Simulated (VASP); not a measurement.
# ZnH4O3 (P-6m2) in VASP: a series of runs

ZnH4O3 is run at these levels: PBE; tasks: single point, relaxation of cell and atoms.

Program: VASP 6.6.1. These are calculated values, not measurements. Logs are shortened: lines on timing, memory, paths and dates and some standing lists are left out, and cuts for length are marked.

## Step 1: The cell of the first run

It takes space group P-6m2 (No. 187, hexagonal). Conventional cell: a = 2.586 Å, b = 2.586 Å, c = 11.350 Å, α = 90.00°, β = 90.00°, γ = 120.00°. Zn (site symmetry -6m2) has 6 O at 2.13 Å and 6 H at 2.32 Å and 6 Zn at 2.59 Å within 2.8 Å. H (site symmetry 3m) has 3 O at 1.52 Å within 2.0 Å. H (site symmetry 3m) has 1 H at 1.03 Å within 1.4 Å. Within 2.1 Å of O (site symmetry -6m2) lie 6 H at 1.58 Å. O (site symmetry 3m) has 3 H at 1.52 Å within 2.0 Å.

The cell was built from a structure type or drawn by symmetry, and may not be a known phase.

## Step 2: Single point, PBE

Input file INCAR:

```
SYSTEM = ZnH4O3
PREC = Accurate ; ENCUT = 520
EDIFF = 1E-6 ; ISMEAR = 0
SIGMA = 0.02 ; LREAL = .False.
LASPH = .True. ; NELM = 100
ALGO = Normal ; ISIF = 2
LWAVE = .False. ; LCHARG = .False.
GGA = PE ; NBANDS = 27
```

Input file KPOINTS:

```
Automatic mesh
0
Gamma
  18 18 4
  0 0 0
```

Input file POSCAR:

```
ZnH4O3
1.0
    2.5857357969      0.0000000000      0.0000000000
   -1.2928678984      2.2393128876      0.0000000000
    0.0000000000      0.0000000000     11.3495074808
Zn H O
1 4 3
Direct
    0.6666666667      0.3333333333      0.0000000000
    0.0000000000      0.0000000000      0.1561590589
    0.0000000000      0.0000000000      0.5453512828
    0.0000000000      0.0000000000      0.4546487172
    0.0000000000      0.0000000000      0.8438409411
    0.6666666667      0.3333333333      0.5000000000
    0.3333333333      0.6666666667      0.1334241809
    0.3333333333      0.6666666667      0.8665758191
```

Potentials or basis: VASP PAW PBE potentials, release 64 (Zn, H, O).

Command:

```bash
$ cat potpaw_PBE.64/Zn/POTCAR potpaw_PBE.64/H/POTCAR potpaw_PBE.64/O/POTCAR > POTCAR
$ mpirun -np 1 vasp_std > vasp.out
```

OUTCAR:

```text
SYSTEM = ZnH4O3
   PREC = Accurate
   ENCUT = 520
   EDIFF = 1E-6
   ISMEAR = 0
   LREAL = .False.
   LASPH = .True.
   NELM = 100
   ISIF = 2
   GGA = PE

 ion  position               nearest neighbor table
   1  0.667  0.333  0.000-   7 2.13   8 2.13   7 2.13   8 2.13   7 2.13   8 2.13
   2  0.000  0.000  0.156-
   3  0.000  0.000  0.545-
   4  0.000  0.000  0.455-
   5  0.000  0.000  0.844-
   6  0.667  0.333  0.500-
   7  0.333  0.667  0.133-   1 2.13   1 2.13   1 2.13
   8  0.333  0.667  0.867-   1 2.13   1 2.13   1 2.13

  LATTYP: Found a hexagonal cell.
 ALAT       =     2.5857357969
 C/A-ratio  =     4.3892757699

  Lattice vectors:

 A1 = (   2.5857357969,   0.0000000000,   0.0000000000)
 A2 = (  -1.2928678984,   2.2393128876,   0.0000000000)
 A3 = (   0.0000000000,   0.0000000000,  11.3495074808)

Analysis of symmetry for initial positions (statically):
=====================================================================
 Subroutine PRICEL returns:
 Original cell was already a primitive cell.

 Routine SETGRP: Setting up the symmetry group for a
 hexagonal supercell.

 Subroutine GETGRP returns: Found 12 space group operations
 (whereof 12 operations were pure point group operations)
 out of a pool of 24 trial point group operations.

The static configuration has the point symmetry D_3h.

Analysis of symmetry for dynamics (positions and initial velocities):
=====================================================================
 Subroutine PRICEL returns:
 Original cell was already a primitive cell.

 Routine SETGRP: Setting up the symmetry group for a
 hexagonal supercell.

 Subroutine GETGRP returns: Found 12 space group operations
 (whereof 12 operations were pure point group operations)
 out of a pool of 24 trial point group operations.

The dynamic configuration has the point symmetry D_3h.

 Subroutine INISYM returns: Found 12 space group operations
 (whereof 12 operations are pure point group operations),
 and found     1 'primitive' translations

----------------------------------------------------------------------------------------

                                     Primitive cell

  volume of cell :      65.7167
[... 102 lines left out ...]
   LREAL  =      F    real-space projection
   EDIFFG = 0.1E-04   stopping-criterion for IOM
   NSW    =      0    number of steps for IOM
   IBRION =     -1    ionic relax: 0-MD 1-quasi-New 2-CG
   NFREE  =      0    steps in history (QN), initial steepest desc. (CG)
   ISIF   =      2    stress and relaxation
   ISYM   =      2    0-nonsym 1-usesym 2-fastsym
   POTIM  = 0.5000    time-step for ionic-motion
   TEBEG  =    0.0;   TEEND  =   0.0 temperature during run
   PSTRESS=    0.0 pullay stress
   NELECT =      34.0000    total number of electrons
   NUPDOWN=      -1.0000    fix difference up-down
   EMIN   =  10.00;   EMAX   =-10.00  energy-range for DOS
   EFERMI =   0.00;   METHOD = LEGACY
   ISMEAR =     0;   SIGMA  =   0.02  broadening in eV -4-tet -1-fermi 0-gaus
   EFERMI_NEDOS =   21; number of points for ismear=-14 and -15
   IALGO  =     38    algorithm
   IMIX   =      4    mixing-type and parameters
     AMIX     =   0.40;   BMIX     =  1.00
     AMIX_MAG =   1.60;   BMIX_MAG =  1.00
  volume/ion in A,a.u.               =       8.21        55.43
  Fermi-wavevector in a.u.,A,eV,Ry     =   1.314243  2.483560 23.500470  1.727236
  Thomas-Fermi vector in A             =   2.444510
   LORBIT       =      0    0 simple, 1 ext, 2 COOP (PROOUT), +10 PAW based schemes
   GGA     = PE    functional components
   LHFCALC =     F    Hartree Fock is set to
   AEXX    =    0.0000 exact exchange contribution
   IVDW    =     0    specifies the selected vdW correction
   LEPSILON=     F    determine dielectric tensor
   LRPA    =     F    only Hartree local field effects (RPA)
 non-spin polarized calculation
 Gauss-broadening in eV      SIGMA  =   0.02
  energy-cutoff  :      520.00
  volume of cell :       65.72
 maximum number of plane-waves:      1788
 NGX is ok and might be reduce to    20
   NGX =  9   NGY =  9   NGZ = 43

 number of electron      34.0000012 magnetization

 Free energy of the ion-electron system (eV)
  ---------------------------------------------------
  ext. energy  EPLUGINS =         0.00000000
  ---------------------------------------------------
  free energy    TOTEN  =       -29.75782046 eV

  energy without entropy =      -29.75782046  energy(sigma->0) =      -29.75782046

 E-fermi :   0.4874     XC(G=0):  -9.2168

 val. band max:        0.3785049379   @ k =   0.0000   0.0000   0.0000
 cond. band min:       0.8693426112   @ k =   0.0000   0.0000   0.0000
 fundamental gap:      0.4908376732
 Fermi energy:         0.4873736825

 k-point     1 :       0.0000    0.0000    0.0000
  band No.  band energies     occupation
      1     -20.0706      2.00000
      2     -19.5193      2.00000
      3     -18.7277      2.00000
      4      -8.7348      2.00000
      5      -7.0636      2.00000
      6      -7.0636      2.00000
[... 709 lines left out ...]
     26      13.0981      0.00000
     27      13.7665      0.00000

 [... further k-points ...]

------------------------ aborting loop because EDIFF is reached ----------------------------------------

  FORCE on cell =-STRESS in cart. coord.  units (eV):
  Direction    XX          YY          ZZ          XY          YZ          ZX
  --------------------------------------------------------------------------------------
  -------------------------------------------------------------------------------------
  Total        0.1033782      0.1033782      0.2402234      0.0000000      0.0000000      0.0000000
  in kB        2.5203654      2.5203654      5.8566604      0.0000000      0.0000000      0.0000000
  external PRESSURE =       3.6324637 kB  Pullay stress =       0.0000000 kB

 VOLUME and BASIS-vectors are now :
 -----------------------------------------------------------------------------
  energy-cutoff  :      520.00
  volume of cell :       65.72
      direct lattice vectors                 reciprocal lattice vectors
     2.585735797  0.000000000  0.000000000     0.386737114  0.223282777  0.000000000
    -1.292867898  2.239312888  0.000000000     0.000000000  0.446565554  0.000000000
     0.000000000  0.000000000 11.349507481     0.000000000  0.000000000  0.088109550

 POSITION                                       TOTAL-FORCE (eV/Angst)
 -----------------------------------------------------------------------------------
      1.29287      0.74644      0.00000        -0.000000      0.000000      0.000000
      0.00000      0.00000      1.77233         0.000000      0.000000      0.019219
      0.00000      0.00000      6.18947         0.000000      0.000000      0.001325
      0.00000      0.00000      5.16004         0.000000      0.000000     -0.001325
      0.00000      0.00000      9.57718         0.000000      0.000000     -0.019219
      1.29287      0.74644      5.67475        -0.000000      0.000000      0.000000
     -0.00000      1.49288      1.51430         0.000000     -0.000000      0.081189
     -0.00000      1.49288      9.83521         0.000000     -0.000000     -0.081189
 -----------------------------------------------------------------------------------
    total drift:                               -0.000003      0.000002      0.000000

  FREE ENERGIE OF THE ION-ELECTRON SYSTEM (eV)
  ---------------------------------------------------
  free  energy   TOTEN  =       -29.7578204593 eV

  energy  without entropy=      -29.7578204593  energy(sigma->0) =      -29.75782046
```

OSZICAR:

```text
N       E                     dE             d eps       ncg     rms          rms(c)
DAV:   1     0.286959151385E+03    0.28696E+03   -0.16584E+04  5994   0.145E+03
DAV:   2    -0.323345636255E+00   -0.28728E+03   -0.25803E+03  6650   0.359E+02
DAV:   3    -0.324567527005E+02   -0.32133E+02   -0.31610E+02  7118   0.121E+02
DAV:   4    -0.330715430308E+02   -0.61479E+00   -0.61314E+00  6762   0.180E+01
DAV:   5    -0.330753113316E+02   -0.37683E-02   -0.37676E-02  6824   0.142E+00    0.126E+01
DAV:   6    -0.296463753665E+02    0.34289E+01   -0.60866E+00  8739   0.724E+01    0.806E+00
DAV:   7    -0.298170644739E+02   -0.17069E+00   -0.26832E+00  6331   0.131E+01    0.484E+00
DAV:   8    -0.297874282987E+02    0.29636E-01   -0.33721E-01  7009   0.430E+00    0.164E+00
DAV:   9    -0.297612239591E+02    0.26204E-01   -0.34075E-02  8266   0.298E+00    0.456E-01
DAV:  10    -0.297586736183E+02    0.25503E-02   -0.16638E-02  6486   0.888E-01    0.140E-01
DAV:  11    -0.297582780031E+02    0.39562E-03   -0.23805E-03  7853   0.464E-01    0.808E-02
DAV:  12    -0.297580849121E+02    0.19309E-03   -0.27735E-04  8330   0.272E-01    0.259E-02
DAV:  13    -0.297578752199E+02    0.20969E-03   -0.12433E-04  7926   0.165E-01    0.118E-02
DAV:  14    -0.297578361204E+02    0.39100E-04   -0.53377E-05  7351   0.600E-02    0.101E-02
DAV:  15    -0.297578198613E+02    0.16259E-04   -0.15393E-05  7926   0.493E-02    0.427E-03
DAV:  16    -0.297578204593E+02   -0.59797E-06   -0.78709E-06  5842   0.135E-02
   1 F= -.29757820E+02 E0= -.29757820E+02  d E =-.940100E-17
```

stdout:

```text
POSCAR found type information on POSCAR ZnH O
 POSCAR found :  3 types and       8 ions
 scaLAPACK will be used
 LDA part: xc-table for (Slater+PW92), standard interpolation
 POSCAR, INCAR and KPOINTS ok, starting setup
 FFT: planning ... GRIDC
 FFT: planning ... GRID_SOFT
 FFT: planning ... GRID
 WAVECAR not read
 entering main loop
```

Wall time 2.1 min (1 thread of AMD EPYC 9R45 (Zen 5), shared host); peak memory 0.27 GiB.

Results:

| Quantity | Value |
| --- | --- |
| Free energy | -29.7578 eV |
| Pressure | 0.4 GPa |
| Largest force | 0.081 eV/Å |
| Band gap on the k mesh | 0.49 eV |

Forces on the atoms (eV/Å):
```
Zn   0.000  0.000  0.000
H    0.000  0.000  0.019
H    0.000  0.000  0.001
H    0.000  0.000 -0.001
H    0.000  0.000 -0.019
O    0.000  0.000  0.000
O    0.000  0.000  0.081
O    0.000  0.000 -0.081
```

Levels at points of the mesh, in eV from the valence-band top:
```tsv
k point	band 14	band 15	band 16	band 17	band 18	band 19	band 20	band 21
(0.00, 0.00, 0.00)	-0.85	-0.85	0.00	0.00	0.49	0.99	3.65	6.17
(0.50, 0.00, 0.00)	-1.75	-1.54	-1.46	-1.07	3.01	4.66	5.00	5.67
(0.00, 0.00, 0.50)	-0.85	-0.85	0.00	0.00	0.73	0.76	3.65	6.15
(0.50, 0.00, 0.50)	-1.75	-1.54	-1.46	-1.07	3.01	4.64	4.99	5.91
```

## Step 3: Single point, PBE

Input file INCAR:

```
PREC     = Accurate       # precision mode
ENCUT    = 520            # plane-wave cutoff, eV
EDIFF    = 1E-6           # SCF threshold, eV
ISMEAR   = 0              # smearing method
SIGMA    = 0.02           # smearing width, eV
LREAL    = False          # projectors in reciprocal space
LASPH    = True           # aspherical terms in the spheres
NELM     = 100            # most SCF steps
ALGO     = Normal         # electronic algorithm
ISIF     = 2              # what is computed and relaxed
LWAVE    = False          # write WAVECAR
LCHARG   = False          # write CHGCAR
GGA      = PE             # functional
NBANDS   = 27             # bands
```

Input file KPOINTS:

```
Automatic mesh
0
Gamma
  18 18 4
```

POSCAR is that of step 2.

Potentials or basis: VASP PAW PBE potentials, release 64 (Zn, H, O).

Command:

```bash
$ cat potpaw_PBE.64/Zn/POTCAR potpaw_PBE.64/H/POTCAR potpaw_PBE.64/O/POTCAR > POTCAR
$ mpirun -np 1 vasp_std > vasp.out
```

Wall time 2 min (1 thread of AMD EPYC 9R45 (Zen 5), shared host); peak memory 0.27 GiB.

It converged, with:

```
Free energy            : -29.7578 eV
Pressure               : 0.4 GPa
Largest force          : 0.081 eV/Å
Band gap on the k mesh : 0.49 eV
```

Forces in eV/Å, atoms in the order of the input:
```
Zn   0.000  0.000  0.000
H    0.000  0.000  0.019
H    0.000  0.000  0.001
H    0.000  0.000 -0.001
H    0.000  0.000 -0.019
O    0.000  0.000  0.000
O    0.000  0.000  0.081
O    0.000  0.000 -0.081
```

Stress tensor (GPa, compression positive):
```
0.25 0.00 0.00
0.00 0.25 0.00
0.00 0.00 0.59
```

Levels at points of the mesh, in eV from the valence-band top:
```tsv
k point	band 14	band 15	band 16	band 17	band 18	band 19	band 20	band 21
(0.00, 0.00, 0.00)	-0.85	-0.85	0.00	0.00	0.49	0.99	3.65	6.17
(0.50, 0.00, 0.00)	-1.75	-1.54	-1.46	-1.07	3.01	4.66	5.00	5.67
(0.00, 0.00, 0.50)	-0.85	-0.85	0.00	0.00	0.73	0.76	3.65	6.15
(0.50, 0.00, 0.50)	-1.75	-1.54	-1.46	-1.07	3.01	4.64	4.99	5.91
```

A k mesh can miss the band edges.

## Step 4: Relaxation of cell and atoms, PBE, collinear spin, ferromagnetic start

This run uses another cell than the first one, of 8.73 Å³/atom.

Input file INCAR:

```
ALGO = Normal ; EDIFF = 1E-6
EDIFFG = -0.04 ; ENCUT = 600
GGA = PE ; IBRION = 2
ISIF = 3 ; ISMEAR = 0
ISPIN = 2 ; LASPH = T
LCHARG = F ; LORBIT = 11
LREAL = F ; LWAVE = F
MAGMOM = 0 0 0 0 0 1 1 1 ; NELM = 150
NSW = 90 ; PREC = Accurate
SIGMA = 0.1
```

Input file KPOINTS:

```
k-points
0
Gamma
  6 6 2
```

Input file POSCAR:

```
ZnH4O3
1.0
    3.0360884700      0.0000000000      0.0000000000
   -1.5180442400      2.6293297400      0.0000000000
    0.0000000000      0.0000000000      8.7457208500
Zn H O
1 4 3
Direct
    0.6666666700      0.3333333300      0.0000000000
    0.0000000000      0.0000000000      0.1150030000
    0.0000000000      0.0000000000      0.6256560100
    0.0000000000      0.0000000000      0.3743439900
    0.0000000000      0.0000000000      0.8849970000
    0.6666666700      0.3333333300      0.5000000000
    0.3333333300      0.6666666700      0.2478890000
    0.3333333300      0.6666666700      0.7521110000
```

Command:

```bash
$ cat potpaw_PBE.64/Zn/POTCAR potpaw_PBE.64/H/POTCAR potpaw_PBE.64/O/POTCAR > POTCAR
$ mpirun -np 1 vasp_std > vasp.out
```

It took 20 min on 1 thread of AMD EPYC 9R45 (Zen 5), shared host; peak memory 0.24 GiB.

The run converged. Its results:

```yaml
Free_energy: -29.7251 eV
Relaxed_volume: 7.33 Å³/atom
Relaxed_cell: a = 2.584 Å, b = 2.584 Å, c = 10.147 Å, α = 90.00°, β = 90.00°, γ = 120.00°
Space_group_after_relaxing_to_0.1_Å: P-6m2 (No. 187)
Energy_gained_by_relaxing: 1114.7 meV/atom
Ionic_steps: 50
Pressure_after_relaxing: 0.1 GPa
Largest_force_after_relaxing: 0.032 eV/Å
Band_gap_on_the_k_mesh: 0.31 eV
Net_moment: 0.00 μB per cell
Valence_electrons_inside_the_program's_atomic_spheres: Zn 10.88; H 0.37, 0.39 (each value once); O 4.89, 4.98 (each value once)
```

Forces on the atoms (eV/Å):
```
Zn   0.000  0.000  0.000
H    0.000  0.000 -0.007
H    0.000  0.000 -0.016
H    0.000  0.000  0.016
H    0.000  0.000  0.007
O    0.000  0.000  0.000
O    0.000  0.000  0.032
O    0.000  0.000 -0.032
```

Stress tensor (GPa, compression positive):
```
-0.04  0.00  0.00
 0.00 -0.04  0.00
 0.00  0.00  0.37
```

Step by step:
```
step  energy change (eV)  largest force (eV/Å)  pressure (GPa)  volume (Å³)
   1              0.0000                0.7089          -20.87        69.82
   3             -2.2031                1.2122           -4.06        50.41
   5             -2.2470                1.3866            1.32        48.20
   7             -3.1056                2.3201           10.92        45.17
   9             -0.4840                8.9659           89.10        38.29
  11             -3.1875                2.9320           48.83        40.39
  13             -3.9139                2.8998           31.11        42.18
  15             -4.7697                2.2811           25.94        43.79
  17             -6.3040                3.5368           -6.64        54.88
  19             -6.5520                1.1803           -3.43        52.07
  21             -7.9825                0.5335           -8.44        51.49
  23             -8.3048                1.3626           -8.62        50.62
  25             -8.5551                0.6563            3.19        47.90
  27             -8.6927                0.4838            1.92        49.91
  29             -8.7796                0.6284           -2.76        52.76
  31             -8.8603                0.3638            1.42        53.95
  33             -8.8876                0.1981            1.52        54.90
  35             -8.9060                0.0832           -0.42        56.66
  37             -8.9077                0.0804           -0.09        56.65
  39             -8.9096                0.0473            0.49        56.70
  41             -8.9100                0.1985            1.22        57.14
  43             -8.9122                0.0767            0.67        57.14
  45             -8.9139                0.1323           -1.14        58.98
  47             -8.9164                0.0425           -0.25        58.46
  49             -8.9170                0.0499           -0.16        58.67
  50             -8.9175                0.0318            0.10        58.68
```

Final structure:
```
Zn H O
1.0
     2.58402    0.00000    0.00000
    -1.29201    2.23783    0.00000
     0.00000    0.00000   10.14712
Zn H O
1 4 3
Direct
  0.66667 0.33333 0.00000
  0.00000 0.00000 0.17509
  0.00000 0.00000 0.55091
  0.00000 0.00000 0.44909
  0.00000 0.00000 0.82491
  0.66667 0.33333 0.50000
  0.33333 0.66667 0.14966
  0.33333 0.66667 0.85034
```

Levels at points of the mesh, in eV from the valence-band top:
Spin up:
```
           k point  band 15  band 16  band 17  band 18  band 19  band 20
(0.00, 0.00, 0.00)    -0.89     0.00     0.00     0.31     1.16     3.67
(0.50, 0.00, 0.00)    -1.59    -1.48    -1.08     2.91     4.59     5.00
(0.00, 0.00, 0.50)    -0.89     0.00     0.00     0.75     0.76     3.69
(0.50, 0.00, 0.50)    -1.59    -1.49    -1.08     2.91     4.51     4.94
```
Spin down:
```
           k point  band 15  band 16  band 17  band 18  band 19  band 20
(0.00, 0.00, 0.00)    -0.89     0.00     0.00     0.31     1.16     3.67
(0.50, 0.00, 0.00)    -1.59    -1.48    -1.08     2.91     4.59     5.00
(0.00, 0.00, 0.50)    -0.89     0.00     0.00     0.75     0.76     3.69
(0.50, 0.00, 0.50)    -1.59    -1.49    -1.08     2.91     4.51     4.94
```

Caveat: the volume moved by over 15 % at a fixed basis, so the end points are rough. A k mesh can miss the band edges.
